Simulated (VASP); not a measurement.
## Os: single point with PBE

The system is Os.

```
Os
1.0
     3.12585    1.80471    5.33083
    -3.12585    1.80471    5.33083
     0.00000   -3.60942    5.33083
Os
12
Direct
  0.01019 0.65361 0.01019
  0.01019 0.01019 0.65361
  0.65361 0.01019 0.01019
  0.98981 0.34639 0.98981
  0.34639 0.98981 0.98981
  0.98981 0.98981 0.34639
  0.22118 0.63060 0.22118
  0.22118 0.22118 0.63060
  0.63060 0.22118 0.22118
  0.77882 0.36940 0.77882
  0.36940 0.77882 0.77882
  0.77882 0.77882 0.36940
```

```yaml
Program: VASP 6.6.1
Task: single point
Functional: PBE
Potentials_or_basis: VASP PAW PBE potentials, release 64 (Os)
Cutoff: 520 eV
k_mesh: 6 × 6 × 6
Occupations: gaussian, width 0.1 eV
Spin: no spin polarisation
```

```
Pressure               : 151.1 GPa
Largest force          : 14.450 eV/Å
Band gap on the k mesh : zero (band 48 reaches 8.89 eV, above the bottom of band 49 at 8.54 eV)
```

Forces in eV/Å, atoms in the order of the input:
```
Os    7.302  -4.216  -5.722
Os    0.000   8.432  -5.722
Os   -7.302  -4.216  -5.722
Os   -7.302   4.216   5.722
Os    7.302   4.216   5.722
Os    0.000  -8.432   5.722
Os   12.263  -7.080   2.880
Os    0.000  14.160   2.880
Os  -12.263  -7.080   2.880
Os  -12.263   7.080  -2.880
Os   12.263   7.080  -2.880
Os    0.000 -14.160  -2.880
```

Stress tensor (GPa, compression positive):
```
149.23   0.00   0.00
  0.00 149.23   0.00
  0.00   0.00 154.74
```

Levels at points of the mesh, in eV from the Fermi level:
```tsv
k point	band 46	band 47	band 48	band 49	band 50	band 51
(0.00, 0.00, 0.00)	-0.75	-0.23	0.16	0.16	0.54	1.04
(0.50, 0.00, 0.00)	-0.74	-0.29	-0.07	0.40	0.41	0.84
(0.50, 0.50, 0.00)	-0.88	-0.80	-0.52	-0.14	0.02	0.74
(0.50, 0.50, 0.50)	-0.25	-0.16	-0.16	0.06	0.46	0.46
```

It took 4.8 min on 1 thread of Intel(R) Xeon(R) 6975P-C (Granite Rapids), on a shared host, peak memory 0.44 GiB.

Caveat: spin-orbit coupling is left out, which moves the levels of the heavy elements; forces of over 1 eV/Å act on the atoms, so gaps and moduli don't describe the material at rest.
